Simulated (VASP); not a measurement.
# ZrBr (R-3m) in VASP: notebook

ZrBr is run at these levels: LDA; tasks: electric field gradients.

Program: VASP 6.6.1. These are calculated values, not measurements. Logs are shortened: lines on timing, memory, paths and dates and some standing lists are left out, and cuts for length are marked.

### Step 1. The cell of the first run

It takes space group R-3m (No. 166, trigonal). The conventional cell has a = 3.549 Å, b = 3.549 Å, c = 28.440 Å, α = 90.00°, β = 90.00°, γ = 120.00°. Within 3.7 Å of Zr (site symmetry 3m) lie 3 Br at 2.77 Å and 9 Zr at 3.17 to 3.55 Å. Br (site symmetry 3m) has 3 Zr at 2.77 Å and 6 Br at 3.55 Å within 3.7 Å.

### Step 2. Electric field gradients, LDA (25.86 Å³/atom)

INCAR reads:

```
  PREC = Accurate
  ENCUT = 520
  EDIFF = 1E-8
  ISMEAR = -1
  SIGMA = 0.02
  LREAL = False
  LASPH = True
  NELM = 100
  ALGO = Normal
  ISIF = 2
  LWAVE = False
  LCHARG = False
  GGA = CA
  LEFG = True
  NBANDS = 27
```

KPOINTS reads:

```
Automatic mesh
0
Gamma
  10 10 10
```

POSCAR reads:

```
ZrBr
1.0
    1.7746007594      1.0245662261      9.4801325416
   -1.7746007594      1.0245662261      9.4801325416
    0.0000000000     -2.0491324523      9.4801325416
Zr Br
2 2
Direct
    0.2092000000      0.2092000000      0.2092000000
    0.7908000000      0.7908000000      0.7908000000
    0.3917000000      0.3917000000      0.3917000000
    0.6083000000      0.6083000000      0.6083000000
```

Potentials or basis: VASP PAW LDA potentials, release 64 (Zr_sv, Br).

Launch:

```bash
cat potpaw_LDA.64/Zr_sv/POTCAR potpaw_LDA.64/Br/POTCAR > POTCAR
mpirun -np 1 vasp_std > vasp.out
```

OUTCAR:

```text
PREC = Accurate
   ENCUT = 520
   EDIFF = 1E-8
   ISMEAR = -1
   LREAL = False
   LASPH = True
   NELM = 100
   ISIF = 2
   GGA = CA

 ion  position               nearest neighbor table
   1  0.209  0.209  0.209-   4 2.77   4 2.77   4 2.77   2 3.17   2 3.17   2 3.17
   2  0.791  0.791  0.791-   3 2.77   3 2.77   3 2.77   1 3.17   1 3.17   1 3.17
   3  0.392  0.392  0.392-   2 2.77   2 2.77   2 2.77
   4  0.608  0.608  0.608-   1 2.77   1 2.77   1 2.77

  LATTYP: Found a trigonal (rhomboedric) cell.
 ALAT       =     9.6990647391
 COS(alpha) =     0.9330467589

  Lattice vectors:

 A1 = (   1.7746007594,   1.0245662261,   9.4801325416)
 A2 = (  -1.7746007594,   1.0245662261,   9.4801325416)
 A3 = (   0.0000000000,  -2.0491324523,   9.4801325416)

Analysis of symmetry for initial positions (statically):
=====================================================================
 Subroutine PRICEL returns:
 Original cell was already a primitive cell.

 Routine SETGRP: Setting up the symmetry group for a
 trigonal (rhombohedral) supercell.

 Subroutine GETGRP returns: Found 12 space group operations
 (whereof 12 operations were pure point group operations)
 out of a pool of 12 trial point group operations.

The static configuration has the point symmetry D_3d.

Analysis of symmetry for dynamics (positions and initial velocities):
=====================================================================
 Subroutine PRICEL returns:
 Original cell was already a primitive cell.

 Routine SETGRP: Setting up the symmetry group for a
 trigonal (rhombohedral) supercell.

 Subroutine GETGRP returns: Found 12 space group operations
 (whereof 12 operations were pure point group operations)
 out of a pool of 12 trial point group operations.

The dynamic configuration has the point symmetry D_3d.

 Subroutine INISYM returns: Found 12 space group operations
 (whereof 12 operations are pure point group operations),
 and found     1 'primitive' translations

----------------------------------------------------------------------------------------

                                     Primitive cell

  volume of cell :     103.4204

  direct lattice vectors                    reciprocal lattice vectors
     1.774600759  1.024566226  9.480132542     0.281753514  0.162670467  0.035161252
    -1.774600759  1.024566226  9.480132542    -0.281753514  0.162670467  0.035161252
     0.000000000 -2.049132452  9.480132542     0.000000000 -0.325340934  0.035161252

  length of vectors
     9.699064739  9.699064739  9.699064739     0.327235446  0.327235446  0.327235446

  position of ions in fractional coordinates (direct lattice)
     0.209200000  0.209200000  0.209200000
     0.790800000  0.790800000  0.790800000
     0.391700000  0.391700000  0.391700000
     0.608300000  0.608300000  0.608300000

  ion indices of the primitive-cell ions
   primitive index   ion index
                 1           1
                 2           2
                 3           3
                 4           4

----------------------------------------------------------------------------------------

 KPOINTS: Automatic mesh

Automatic generation of k-mesh.
 Grid dimensions read from file:
 generate k-points for:   10   10   10

 Generating k-lattice:

  Cartesian coordinates                     Fractional coordinates (reciprocal lattice)
     0.028175351  0.016267047  0.003516125     0.100000000 -0.000000000  0.000000000
    -0.028175351  0.016267047  0.003516125    -0.000000000  0.100000000  0.000000000
     0.000000000 -0.032534093  0.003516125     0.000000000  0.000000000  0.100000000

  Length of vectors
     0.032723545  0.032723545  0.032723545

  Shift w.r.t. Gamma in fractional coordinates (k-lattice)
     0.000000000  0.000000000  0.000000000

 Subroutine IBZKPT returns following result:
 ===========================================

 Found    116 irreducible k-points:

 Following reciprocal coordinates:
            Coordinates               Weight
  0.000000  0.000000  0.000000      1.000000
  0.100000  0.000000 -0.000000      6.000000
  0.200000  0.000000 -0.000000      6.000000
  0.300000  0.000000  0.000000      6.000000
  0.400000  0.000000  0.000000      6.000000
  0.500000  0.000000 -0.000000      3.000000
[... 16 lines left out ...]
  0.300000  0.300000  0.000000      6.000000
  0.400000  0.300000  0.000000     12.000000
 [... further k-points ...]
   k-points           NKPTS =    116   k-points in BZ     NKDIM =    116   number of bands    NBANDS=     27
   number of dos      NEDOS =    301   number of ions     NIONS =      4
   total plane-waves  NPLWV = 373248
   dimension x,y,z NGX =    72 NGY =   72 NGZ =   72
   dimension x,y,z NGXF=   144 NGYF=  144 NGZF=  144
   ions per type =               2   2
   NGX,Y,Z   is equivalent  to a cutoff of  12.34, 12.34, 12.34 a.u.
   NGXF,Y,Z  is equivalent  to a cutoff of  24.68, 24.68, 24.68 a.u.
 SYSTEM =  unknown system
   PREC   = accura    normal or accurate (medium, high low for compatibility)
   ISTART =      0    job   : 0-new  1-cont  2-samecut
   ICHARG =      2    charge: 1-file 2-atom 10-const
   ISPIN  =      1    spin polarized calculation?
   LNONCOLLINEAR =      F non collinear calculations
   LSORBIT =      F    spin-orbit coupling
   LASPH  =      T    aspherical Exc in radial PAW
   ENCUT  =  520.0 eV  38.22 Ry    6.18 a.u.  18.03 18.03 18.03*2*pi/ulx,y,z
   NELM   =    100;   NELMIN=  2; NELMDL= -5     # of ELM steps
   EDIFF  = 0.1E-07   stopping-criterion for ELM
   LREAL  =      F    real-space projection
   EDIFFG = 0.1E-06   stopping-criterion for IOM
   NSW    =      0    number of steps for IOM
   IBRION =     -1    ionic relax: 0-MD 1-quasi-New 2-CG
   NFREE  =      0    steps in history (QN), initial steepest desc. (CG)
   ISIF   =      2    stress and relaxation
   ISYM   =      2    0-nonsym 1-usesym 2-fastsym
   POTIM  = 0.5000    time-step for ionic-motion
   TEBEG  =    0.0;   TEEND  =   0.0 temperature during run
   PSTRESS=    0.0 pullay stress
   NELECT =      38.0000    total number of electrons
   NUPDOWN=      -1.0000    fix difference up-down
   EMIN   =  10.00;   EMAX   =-10.00  energy-range for DOS
   EFERMI =   0.00;   METHOD = LEGACY
   ISMEAR =    -1;   SIGMA  =   0.02  broadening in eV -4-tet -1-fermi 0-gaus
   EFERMI_NEDOS =   21; number of points for ismear=-14 and -15
   IALGO  =     38    algorithm
   IMIX   =      4    mixing-type and parameters
     AMIX     =   0.40;   BMIX     =  1.00
     AMIX_MAG =   1.60;   BMIX_MAG =  1.00
  volume/ion in A,a.u.               =      25.86       174.48
  Fermi-wavevector in a.u.,A,eV,Ry     =   1.172557  2.215811 18.706508  1.374890
  Thomas-Fermi vector in A             =   2.308984
   LORBIT       =      0    0 simple, 1 ext, 2 COOP (PROOUT), +10 PAW based schemes
   GGA     = CA    functional components
   LHFCALC =     F    Hartree Fock is set to
   AEXX    =    0.0000 exact exchange contribution
   IVDW    =     0    specifies the selected vdW correction
   LEPSILON=     F    determine dielectric tensor
   LRPA    =     F    only Hartree local field effects (RPA)
 non-spin polarized calculation
  energy-cutoff  :      520.00
  volume of cell :      103.42
 maximum number of plane-waves:      2831
   NGX = 37   NGY = 37   NGZ = 37

 number of electron      37.9999999 magnetization

 Free energy of the ion-electron system (eV)
  ---------------------------------------------------
  ext. energy  EPLUGINS =         0.00000000
  ---------------------------------------------------
  free energy    TOTEN  =       -26.92296068 eV

  energy without entropy =      -26.92088897  energy(sigma->0) =      -26.92192482

 E-fermi :   6.2284     XC(G=0): -10.0762

 val. band max:        6.2274105738   @ k =  -0.3000  -0.3000   0.2000
 cond. band min:       6.2306904501   @ k =  -0.4000  -0.4000   0.1000
 fundamental gap:      0.0032798764
 Fermi energy:         6.2284134235

 k-point     1 :       0.0000    0.0000    0.0000
  band No.  band energies     occupation
      1     -43.1162      2.00000
      2     -43.0410      2.00000
      3     -21.5512      2.00000
      4     -21.1361      2.00000
      5     -21.1126      2.00000
      6     -21.1126      2.00000
[... 19 lines left out ...]
     26       9.1756      0.00000
     27       9.1776      0.00000

 k-point     2 :       0.1000    0.0000   -0.0000
  band No.  band energies     occupation
      1     -43.1120      2.00000
      2     -43.0400      2.00000
      3     -21.5390      2.00000
      4     -21.1942      2.00000
      5     -21.1224      2.00000
      6     -21.0861      2.00000
[... 19 lines left out ...]
     26       8.8364      0.00000
     27       9.2595      0.00000

 k-point     3 :       0.2000    0.0000   -0.0000
  band No.  band energies     occupation
      1     -43.1006      2.00000
      2     -43.0380      2.00000
      3     -21.5085      2.00000
      4     -21.2850      2.00000
      5     -21.1471      2.00000
      6     -21.1198      2.00000
[... 19 lines left out ...]
     26       9.1143      0.00000
     27       9.4293      0.00000

 k-point     4 :       0.3000    0.0000    0.0000
  band No.  band energies     occupation
      1     -43.0853      2.00000
      2     -43.0366      2.00000
      3     -21.4795      2.00000
      4     -21.3792      2.00000
      5     -21.1861      2.00000
      6     -21.1763      2.00000
[... 19 lines left out ...]
     26       9.5648      0.00000
     27       9.7254      0.00000
[... 516 lines left out ...]
      4     -21.3838      2.00000
      5     -21.2797      2.00000
      6     -21.1312      2.00000
[... 19 lines left out ...]
     26       9.6087      0.00000
     27       9.9422      0.00000

 k-point    23 :       0.3000    0.3000    0.0000
  band No.  band energies     occupation
      1     -43.0853      2.00000
      2     -43.0366      2.00000
      3     -21.4795      2.00000
      4     -21.3792      2.00000
      5     -21.1860      2.00000
      6     -21.1763      2.00000
[... 19 lines left out ...]
     26       9.6207      0.00000
     27      10.1711      0.00000

 k-point    24 :       0.4000    0.3000    0.0000
  band No.  band energies     occupation
      1     -43.0756      2.00000
      2     -43.0370      2.00000
      3     -21.4691      2.00000
      4     -21.4137      2.00000
      5     -21.2465      2.00000
      6     -21.1627      2.00000
[... 19 lines left out ...]
     26       9.5592      0.00000
     27      10.4053      0.00000

 [... further k-points ...]

------------------------ aborting loop because EDIFF is reached ----------------------------------------

  FORCE on cell =-STRESS in cart. coord.  units (eV):
  Direction    XX          YY          ZZ          XY          YZ          ZX
  --------------------------------------------------------------------------------------
  -------------------------------------------------------------------------------------
  Total       -3.6099421     -3.6099421     -3.9932214     -0.0000000      0.0000000      0.0000000
  in kB      -55.9248026    -55.9248026    -61.8625205     -0.0000000      0.0000000      0.0000000
  external PRESSURE =     -57.9040419 kB  Pullay stress =       0.0000000 kB

 VOLUME and BASIS-vectors are now :
 -----------------------------------------------------------------------------
  energy-cutoff  :      520.00
  volume of cell :      103.42
      direct lattice vectors                 reciprocal lattice vectors
     1.774600759  1.024566226  9.480132542     0.281753514  0.162670467  0.035161252
    -1.774600759  1.024566226  9.480132542    -0.281753514  0.162670467  0.035161252
     0.000000000 -2.049132452  9.480132542     0.000000000 -0.325340934  0.035161252

 POSITION                                       TOTAL-FORCE (eV/Angst)
 -----------------------------------------------------------------------------------
      0.00000     -0.00000      5.94973         0.000000      0.000000     -0.438565
      0.00000     -0.00000     22.49067         0.000000     -0.000000      0.438565
      0.00000     -0.00000     11.14010         0.000000     -0.000000      0.401790
      0.00000     -0.00000     17.30029         0.000000      0.000000     -0.401790
 -----------------------------------------------------------------------------------
    total drift:                                0.000000     -0.000000      0.000000

  FREE ENERGIE OF THE ION-ELECTRON SYSTEM (eV)
  ---------------------------------------------------
  free  energy   TOTEN  =       -26.9229606799 eV

  energy  without entropy=      -26.9208889660  energy(sigma->0) =      -26.92192482

 Electric field gradients (V/A^2)
---------------------------------------------------------------------
 ion       V_xx      V_yy      V_zz      V_xy      V_xz      V_yz
---------------------------------------------------------------------
   1       7.669     7.669   -15.337    -0.000    -0.000     0.000
   2       7.669     7.669   -15.337    -0.000    -0.000     0.000
   3     -15.853   -15.853    31.705    -0.000    -0.000     0.000
   4     -15.853   -15.853    31.705    -0.000    -0.000     0.000
---------------------------------------------------------------------

 Electric field gradients after diagonalization (V/A^2)
 (convention: |V_zz| > |V_xx| > |V_yy|)
----------------------------------------------------------------------
 ion       V_xx      V_yy      V_zz     asymmetry (V_yy - V_xx)/ V_zz
----------------------------------------------------------------------
   1       7.669     7.669   -15.337       0.000
   2       7.669     7.669   -15.337       0.000
   3     -15.853   -15.853    31.705       0.000
   4     -15.853   -15.853    31.705       0.000
----------------------------------------------------------------------

           NMR quadrupolar parameters

 Cq : quadrupolar parameter    Cq=e*Q*V_zz/h
 eta: asymmetry parameters     (V_yy - V_xx)/ V_zz
 Q  : nuclear electric quadrupole moment in mb (millibarn)
----------------------------------------------------------------------
 ion       Cq(MHz)       eta       Q (mb)
----------------------------------------------------------------------
   1      -0.037       0.000       1.000
   2      -0.037       0.000       1.000
   3       0.077       0.000       1.000
   4       0.077       0.000       1.000
----------------------------------------------------------------------
```

Wall time 59 min (1 thread of Intel Xeon 8259CL, shared host); peak memory 0.71 GiB.

What came out:

```
Free energy                             : -26.9230 eV
Pressure                                : -5.8 GPa
Largest force                           : 0.439 eV/Å
Band gap on the k mesh                  : zero (bands 19 and 20 overlap by 0.25 eV)
Largest electric field gradient by atom : Zr -15.3; Br +31.7 V/Å²
```

Forces in eV/Å, atoms in the order of the input:
```
Zr   0.000  0.000 -0.439
Zr   0.000  0.000  0.439
Br   0.000  0.000  0.402
Br   0.000  0.000 -0.402
```

Electric field gradients, principal values (V/Å²):
| atom | least | middle | greatest (by size) |
| --- | --- | --- | --- |
| 1 Zr | 7.669 | 7.669 | -15.337 |
| 2 Zr | 7.669 | 7.669 | -15.337 |
| 3 Br | -15.853 | -15.853 | 31.705 |
| 4 Br | -15.853 | -15.853 | 31.705 |

Caveat: the cell stands under tension; without QUAD_EFG the Cq values of the log hold for a quadrupole moment of 1 mb, not for the nuclei.

(Part 1 of 2 ends here.)

The gap in the log of VASP goes by the Fermi energy; the results here count the filled bands.